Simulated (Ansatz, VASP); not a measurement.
## InSe: VASP beside Ansatz

File INCAR:

```
SYSTEM = InSe
ALGO = Normal ; EDIFF = 1E-6
ENCUT = 520 ; GGA = PE
ISIF = 2 ; ISMEAR = 0
LASPH = .True. ; LCHARG = .False.
LREAL = .False. ; LWAVE = .False.
NBANDS = 27 ; NELM = 80
PREC = Accurate ; SIGMA = 0.05
```

KPOINTS

```
k-points
0
Gamma
  8 8 6
  0 0 0
```

The input POSCAR:

```
InSe
1.0
    5.5958799624     -1.9901958089     -0.3065999975
    5.5958799624      1.9901958089     -0.3065999975
   -1.7787110593      0.0000000000      5.8425948173
In Se
2 2
Direct
    0.8838990171      0.8919028941      0.0533034054
    0.1080971059      0.1161009829      0.9466965946
    0.6721477865      0.6605107405      0.6952062322
    0.3394892595      0.3278522135      0.3047937678
```

Input for Ansatz:

```yaml
crystal:
  lattice:
    - [5.5958799624, -1.9901958089, -0.3065999975]
    - [5.5958799624, 1.9901958089, -0.3065999975]
    - [-1.7787110593, 0.0, 5.8425948173]
  atoms:
    - { symbol: In, position: [0.8838990171, 0.8919028941, 0.0533034054] }
    - { symbol: In, position: [0.1080971059, 0.1161009829, 0.9466965946] }
    - { symbol: Se, position: [0.6721477865, 0.6605107405, 0.6952062322] }
    - { symbol: Se, position: [0.3394892595, 0.3278522135, 0.3047937678] }
basis:
  ecutwfc: 420
kpoints:
  mp_grid: { grid: [8, 8, 6] }
hamiltonian:
  xc: pbe
  pseudopotentials: { kind: paw, azcp: { folder: soft_1 } }
scf:
  occupations: { method: gaussian, width: 0.05 }
output:
  forces: true
  stress: true
  eigenvalues: true
```

Change from the starting cell: mode 9 frozen in at -0.024 Å, strain +e along z and -e/2 along x and y +0.0700.

Alike in both runs: task single point; functional PBE; k mesh 8 × 8 × 6; occupations gaussian, width 0.05 eV; no spin polarisation.

```csv
,VASP,Ansatz
version,VASP 6.6.1,Ansatz 0.2.0
potentials or method,"VASP PAW PBE potentials, release 64 (In_d, Se), cutoff 520 eV","scalar-relativistic, plane waves, PAW"
valence electrons in the cell,38,58
```

Ansatz gave:

```
gap on the k mesh at the Fermi level (eV)                     : 1.28
least direct gap on the mesh (eV)                             : 1.40
pressure (GPa)                                                : 0.6
traceless stress, the component that is largest in VASP (GPa) : 1.13
rms of the force components (eV/Å)                            : 0.167
```

Problem. What did VASP give for the same quantities?

Solution. gap on the k mesh at the Fermi level (eV): 1.27; least direct gap on the mesh (eV): 1.39; pressure (GPa): 0.6; traceless stress, the component that is largest in VASP (GPa): 1.13; rms of the force components (eV/Å): 0.164.

Atom by atom the forces differ by 0.008 eV/Å (rms over components). VASP's potentials hold 38 valence electrons a cell and Ansatz's 58, so a difference there can come from the potentials and not from the codes.
